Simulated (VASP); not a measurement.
# InPd (R3m) in VASP: notebook

The runs below take InPd through electric field gradients, with PBE.

All numbers are computed with VASP 6.6.1; they aren't measurements. Logs are shortened: lines on timing, memory, paths and dates and some standing lists are left out, and cuts for length are marked.

**1. The cell of the first run**

The structure is trigonal, space group R3m (No. 160). Conventional cell: a = 4.627 Å, b = 4.627 Å, c = 5.667 Å, α = 90.00°, β = 90.00°, γ = 120.00°. In (site symmetry 3m) has 1 Pd at 1.98 Å within 2.6 Å. Within 2.6 Å of Pd (site symmetry 3m) lie 1 In at 1.98 Å.

**2. Electric field gradients, PBE (shortest bond scaled by 0.7)**

File INCAR:

```
SYSTEM = InPd
ALGO = Normal
EDIFF = 1E-8
ENCUT = 520
GGA = PE
ISIF = 2
ISMEAR = -1
LASPH = .True.
LCHARG = .False.
LEFG = .True.
LREAL = .False.
LWAVE = .False.
NBANDS = 18
NELM = 100
PREC = Accurate
SIGMA = 0.05
```

File KPOINTS:

```
k-points
0
Gamma
  9 9 9
  0 0 0
```

File POSCAR:

```
InPd
1.0
    3.2718847800      0.0000000000      0.0000000000
    0.0000000000      3.2718847800      0.0000000000
    0.0000000000      0.0000000000      3.2718847800
In Pd
1 1
Direct
   -0.0750000000     -0.0750000000     -0.0750000000
    0.5750000000      0.5750000000      0.5750000000
```

Potentials or basis: VASP PAW PBE potentials, release 64 (In_d, Pd).

Started as:

```bash
> cat potpaw_PBE.64/In_d/POTCAR potpaw_PBE.64/Pd/POTCAR > POTCAR
> mpirun -np 1 vasp_std > vasp.out
```

OUTCAR:

```text
SYSTEM = InPd
   EDIFF = 1E-8
   ENCUT = 520
   GGA = PE
   ISIF = 2
   ISMEAR = -1
   LASPH = .True.
   LREAL = .False.
   NELM = 100
   PREC = Accurate

 ion  position               nearest neighbor table
   1  0.925  0.925  0.925-   2 1.98   2 2.67   2 2.67   2 2.67   2 3.22   2 3.22   2 3.22   2 3.68

   2  0.575  0.575  0.575-   1 1.98   1 2.67   1 2.67   1 2.67   1 3.22   1 3.22   1 3.22   1 3.68

  LATTYP: Found a simple cubic cell.
 ALAT       =     3.2718847800

  Lattice vectors:

 A1 = (   3.2718847800,   0.0000000000,   0.0000000000)
 A2 = (   0.0000000000,   3.2718847800,   0.0000000000)
 A3 = (   0.0000000000,   0.0000000000,   3.2718847800)

Analysis of symmetry for initial positions (statically):
=====================================================================
 Subroutine PRICEL returns:
 Original cell was already a primitive cell.

 Routine SETGRP: Setting up the symmetry group for a
 simple cubic supercell.

 Subroutine GETGRP returns: Found  6 space group operations
 (whereof  6 operations were pure point group operations)
 out of a pool of 48 trial point group operations.

The static configuration has the point symmetry C_3v.

Analysis of symmetry for dynamics (positions and initial velocities):
=====================================================================
 Subroutine PRICEL returns:
 Original cell was already a primitive cell.

 Routine SETGRP: Setting up the symmetry group for a
 simple cubic supercell.

 Subroutine GETGRP returns: Found  6 space group operations
 (whereof  6 operations were pure point group operations)
 out of a pool of 48 trial point group operations.

The dynamic configuration has the point symmetry C_3v.

 Subroutine INISYM returns: Found  6 space group operations
 (whereof  6 operations are pure point group operations),
 and found     1 'primitive' translations

----------------------------------------------------------------------------------------

                                     Primitive cell

  volume of cell :      35.0263

  direct lattice vectors                    reciprocal lattice vectors
     3.271884780  0.000000000  0.000000000     0.305634234  0.000000000  0.000000000
     0.000000000  3.271884780  0.000000000     0.000000000  0.305634234  0.000000000
     0.000000000  0.000000000  3.271884780     0.000000000  0.000000000  0.305634234

  length of vectors
     3.271884780  3.271884780  3.271884780     0.305634234  0.305634234  0.305634234

  position of ions in fractional coordinates (direct lattice)
     0.925000000  0.925000000  0.925000000
     0.575000000  0.575000000  0.575000000

  ion indices of the primitive-cell ions
   primitive index   ion index
                 1           1
                 2           2

----------------------------------------------------------------------------------------

 KPOINTS: k-points

Automatic generation of k-mesh.
 Grid dimensions read from file:
 generate k-points for:    9    9    9

 Generating k-lattice:

  Cartesian coordinates                     Fractional coordinates (reciprocal lattice)
     0.033959359  0.000000000  0.000000000     0.111111111  0.000000000  0.000000000
     0.000000000  0.033959359  0.000000000     0.000000000  0.111111111  0.000000000
     0.000000000  0.000000000  0.033959359     0.000000000  0.000000000  0.111111111

  Length of vectors
     0.033959359  0.033959359  0.033959359

  Shift w.r.t. Gamma in fractional coordinates (k-lattice)
     0.000000000  0.000000000  0.000000000

 Subroutine IBZKPT returns following result:
 ===========================================

 Found     85 irreducible k-points:

 Following reciprocal coordinates:
            Coordinates               Weight
  0.000000  0.000000  0.000000      1.000000
  0.111111  0.000000  0.000000      6.000000
  0.222222  0.000000  0.000000      6.000000
  0.333333  0.000000  0.000000      6.000000
  0.444444  0.000000  0.000000      6.000000
  0.111111  0.111111  0.000000      6.000000
[... 16 lines left out ...]
 -0.333333  0.444444  0.000000     12.000000
  0.444444  0.444444  0.000000      6.000000
 [... further k-points ...]
   k-points           NKPTS =     85   k-points in BZ     NKDIM =     85   number of bands    NBANDS=     18
   number of dos      NEDOS =    301   number of ions     NIONS =      2
   total plane-waves  NPLWV =  13824
   dimension x,y,z NGX =    24 NGY =   24 NGZ =   24
   dimension x,y,z NGXF=    48 NGYF=   48 NGZF=   48
   ions per type =               1   1
   NGX,Y,Z   is equivalent  to a cutoff of  12.19, 12.19, 12.19 a.u.
   NGXF,Y,Z  is equivalent  to a cutoff of  24.39, 24.39, 24.39 a.u.
 SYSTEM =  InPd
   PREC   = accura    normal or accurate (medium, high low for compatibility)
   ISTART =      0    job   : 0-new  1-cont  2-samecut
   ICHARG =      2    charge: 1-file 2-atom 10-const
   ISPIN  =      1    spin polarized calculation?
   LNONCOLLINEAR =      F non collinear calculations
   LSORBIT =      F    spin-orbit coupling
   LASPH  =      T    aspherical Exc in radial PAW
   ENCUT  =  520.0 eV  38.22 Ry    6.18 a.u.   6.08  6.08  6.08*2*pi/ulx,y,z
   NELM   =    100;   NELMIN=  2; NELMDL= -5     # of ELM steps
   EDIFF  = 0.1E-07   stopping-criterion for ELM
   LREAL  =      F    real-space projection
   EDIFFG = 0.1E-06   stopping-criterion for IOM
   NSW    =      0    number of steps for IOM
   IBRION =     -1    ionic relax: 0-MD 1-quasi-New 2-CG
   NFREE  =      0    steps in history (QN), initial steepest desc. (CG)
   ISIF   =      2    stress and relaxation
   ISYM   =      2    0-nonsym 1-usesym 2-fastsym
   POTIM  = 0.5000    time-step for ionic-motion
   TEBEG  =    0.0;   TEEND  =   0.0 temperature during run
   PSTRESS=    0.0 pullay stress
   NELECT =      23.0000    total number of electrons
   NUPDOWN=      -1.0000    fix difference up-down
   EMIN   =  10.00;   EMAX   =-10.00  energy-range for DOS
   EFERMI =   0.00;   METHOD = LEGACY
   ISMEAR =    -1;   SIGMA  =   0.05  broadening in eV -4-tet -1-fermi 0-gaus
   EFERMI_NEDOS =   21; number of points for ismear=-14 and -15
   IALGO  =     38    algorithm
   IMIX   =      4    mixing-type and parameters
     AMIX     =   0.40;   BMIX     =  1.00
     AMIX_MAG =   1.60;   BMIX_MAG =  1.00
  volume/ion in A,a.u.               =      17.51       118.18
  Fermi-wavevector in a.u.,A,eV,Ry     =   1.422938  2.688964 27.548447  2.024754
  Thomas-Fermi vector in A             =   2.543589
   LORBIT       =      0    0 simple, 1 ext, 2 COOP (PROOUT), +10 PAW based schemes
   GGA     = PE    functional components
   LHFCALC =     F    Hartree Fock is set to
   AEXX    =    0.0000 exact exchange contribution
   IVDW    =     0    specifies the selected vdW correction
   LEPSILON=     F    determine dielectric tensor
   LRPA    =     F    only Hartree local field effects (RPA)
 non-spin polarized calculation
  energy-cutoff  :      520.00
  volume of cell :       35.03
 maximum number of plane-waves:       956
   NGX = 13   NGY = 13   NGZ = 13

 number of electron      23.0000015 magnetization

 Free energy of the ion-electron system (eV)
  ---------------------------------------------------
  ext. energy  EPLUGINS =         0.00000000
  ---------------------------------------------------
  free energy    TOTEN  =        -4.68910200 eV

  energy without entropy =       -4.68365192  energy(sigma->0) =       -4.68637696

 E-fermi :  10.6230     XC(G=0): -12.0445

 val. band max:       10.6218264681   @ k =   0.3333   0.1111   0.1111
 cond. band min:      10.7232381723   @ k =   0.3333   0.3333   0.0000
 fundamental gap:      0.1014117043
 Fermi energy:        10.6229658365

 k-point     1 :       0.0000    0.0000    0.0000
  band No.  band energies     occupation
      1      -4.8584      2.00000
      2      -4.8292      2.00000
      3      -4.8292      2.00000
      4      -4.1411      2.00000
      5      -4.1411      2.00000
      6       0.5420      2.00000
[... 10 lines left out ...]
     17      20.0319      0.00000
     18      26.4012      0.00000

 k-point     2 :       0.1111    0.0000    0.0000
  band No.  band energies     occupation
      1      -4.8610      2.00000
      2      -4.8318      2.00000
      3      -4.7849      2.00000
      4      -4.1601      2.00000
      5      -4.1407      2.00000
      6       0.7341      2.00000
[... 10 lines left out ...]
     17      21.6401      0.00000
     18      26.2813      0.00000

 k-point     3 :       0.2222    0.0000    0.0000
  band No.  band energies     occupation
      1      -4.8656      2.00000
      2      -4.8391      2.00000
      3      -4.6749      2.00000
      4      -4.2068      2.00000
      5      -4.1388      2.00000
      6       1.2991      2.00000
[... 10 lines left out ...]
     17      24.6949      0.00000
     18      25.6121      0.00000

 k-point     4 :       0.3333    0.0000    0.0000
  band No.  band energies     occupation
      1      -4.8698      2.00000
      2      -4.8484      2.00000
      3      -4.5529      2.00000
      4      -4.2579      2.00000
      5      -4.1337      2.00000
      6       2.1863      2.00000
[... 10 lines left out ...]
     17      24.2079      0.00000
     18      24.8024      0.00000

 k-point     5 :       0.4444    0.0000    0.0000
  band No.  band energies     occupation
      1      -4.8722      2.00000
      2      -4.8551      2.00000
      3      -4.4768      2.00000
      4      -4.2901      2.00000
      5      -4.1268      2.00000
      6       3.1880      2.00000
[... 10 lines left out ...]
     17      22.7939      0.00000
     18      23.4932      0.00000

 k-point     6 :       0.1111    0.1111    0.0000
  band No.  band energies     occupation
      1      -4.8617      2.00000
      2      -4.8118      2.00000
      3      -4.7618      2.00000
      4      -4.1707      2.00000
      5      -4.1479      2.00000
      6       0.9256      2.00000
[... 307 lines left out ...]
 k-point    21 :      -0.3333    0.3333    0.0000
  band No.  band energies     occupation
      1      -4.9097      2.00000
      2      -4.7190      2.00000
      3      -4.4493      2.00000
      4      -4.3237      2.00000
      5      -4.1275      2.00000
      6       3.4751      2.00000
[... 10 lines left out ...]
     17      23.6398      0.00000
     18      25.0157      0.00000

 k-point    22 :       0.4444    0.3333    0.0000
  band No.  band energies     occupation
      1      -4.9147      2.00000
      2      -4.7127      2.00000
      3      -4.4058      2.00000
      4      -4.3499      2.00000
      5      -4.0866      2.00000
      6       4.0060      2.00000
[... 10 lines left out ...]
     17      23.2253      0.00000
     18      24.4917      0.00000

 k-point    23 :      -0.3333    0.4444    0.0000
  band No.  band energies     occupation
      1      -4.9177      2.00000
      2      -4.7111      2.00000
      3      -4.4087      2.00000
      4      -4.3491      2.00000
      5      -4.0909      2.00000
      6       4.0287      2.00000
[... 10 lines left out ...]
     17      23.0630      0.00000
     18      24.3448      0.00000

 k-point    24 :       0.4444    0.4444    0.0000
  band No.  band energies     occupation
      1      -4.9286      2.00000
      2      -4.6961      2.00000
      3      -4.3862      2.00000
      4      -4.3714      2.00000
      5      -4.0417      2.00000
      6       4.2272      2.00000
[... 10 lines left out ...]
     17      23.1283      0.00000
     18      24.4661      0.00000

 [... further k-points ...]
[... 5 lines left out ...]
  --------------------------------------------------------------------------------------
  -------------------------------------------------------------------------------------
  Total       12.9345756     12.9345756     12.9345756     10.2948429     10.2948429     10.2948429
  in kB      591.6553039    591.6553039    591.6553039    470.9082516    470.9082516    470.9082516
  external PRESSURE =     591.6553039 kB  Pullay stress =       0.0000000 kB

 VOLUME and BASIS-vectors are now :
 -----------------------------------------------------------------------------
  energy-cutoff  :      520.00
  volume of cell :       35.03
      direct lattice vectors                 reciprocal lattice vectors
     3.271884780  0.000000000  0.000000000     0.305634234  0.000000000  0.000000000
     0.000000000  3.271884780  0.000000000     0.000000000  0.305634234  0.000000000
     0.000000000  0.000000000  3.271884780     0.000000000  0.000000000  0.305634234

 POSITION                                       TOTAL-FORCE (eV/Angst)
 -----------------------------------------------------------------------------------
      3.02649      3.02649      3.02649         9.774294      9.774294      9.774294
      1.88133      1.88133      1.88133        -9.774294     -9.774294     -9.774294
 -----------------------------------------------------------------------------------
    total drift:                                0.000475      0.000475      0.000477

  FREE ENERGIE OF THE ION-ELECTRON SYSTEM (eV)
  ---------------------------------------------------
  free  energy   TOTEN  =        -4.6891019956 eV

  energy  without entropy=       -4.6836519213  energy(sigma->0) =       -4.68637696

 Electric field gradients (V/A^2)
---------------------------------------------------------------------
 ion       V_xx      V_yy      V_zz      V_xy      V_xz      V_yz
---------------------------------------------------------------------
   1       0.000     0.000    -0.000   -40.315   -40.315   -40.315
   2      -0.000    -0.000    -0.000   -52.628   -52.628   -52.628
---------------------------------------------------------------------

 Electric field gradients after diagonalization (V/A^2)
 (convention: |V_zz| > |V_xx| > |V_yy|)
----------------------------------------------------------------------
 ion       V_xx      V_yy      V_zz     asymmetry (V_yy - V_xx)/ V_zz
----------------------------------------------------------------------
   1      40.315    40.315   -80.631       0.000
   2      52.628    52.628  -105.256       0.000
----------------------------------------------------------------------

           NMR quadrupolar parameters

 Cq : quadrupolar parameter    Cq=e*Q*V_zz/h
 eta: asymmetry parameters     (V_yy - V_xx)/ V_zz
 Q  : nuclear electric quadrupole moment in mb (millibarn)
----------------------------------------------------------------------
 ion       Cq(MHz)       eta       Q (mb)
----------------------------------------------------------------------
   1      -0.195       0.000       1.000
   2      -0.255       0.000       1.000
----------------------------------------------------------------------
```

Run time: 40 s. Hardware: 1 thread of Intel Xeon 8259CL, shared host; peak memory 0.18 GiB.

Results:

- Free energy: -4.6891 eV
- Pressure: 59.2 GPa
- Largest force: 16.930 eV/Å

Forces on the atoms (eV/Å):
```
In   9.774  9.774  9.774
Pd  -9.774 -9.774 -9.774
```

Levels at points of the mesh, in eV from the Fermi level:
```
           k point  band 8  band 9  band 10  band 11  band 12  band 13  band 14  band 15
(0.00, 0.00, 0.00)   -4.64   -2.83    -2.78    -2.78     5.65     5.65     5.70     8.02
```

Electric field gradients, principal values (V/Å²):
| atom | least | middle | greatest (by size) |
| --- | --- | --- | --- |
| 1 In | 40.315 | 40.315 | -80.631 |
| 2 Pd | 52.628 | 52.628 | -105.256 |

Caveat: the cell differs from its parent crystal (shortest bond scaled by 0.7); without QUAD_EFG the Cq values of the log hold for a quadrupole moment of 1 mb, not for the nuclei; spin-orbit coupling is left out, which moves the levels of the heavy elements; forces of over 1 eV/Å act on the atoms, so gaps and moduli don't describe the material at rest.

[end of part 1 of 2]
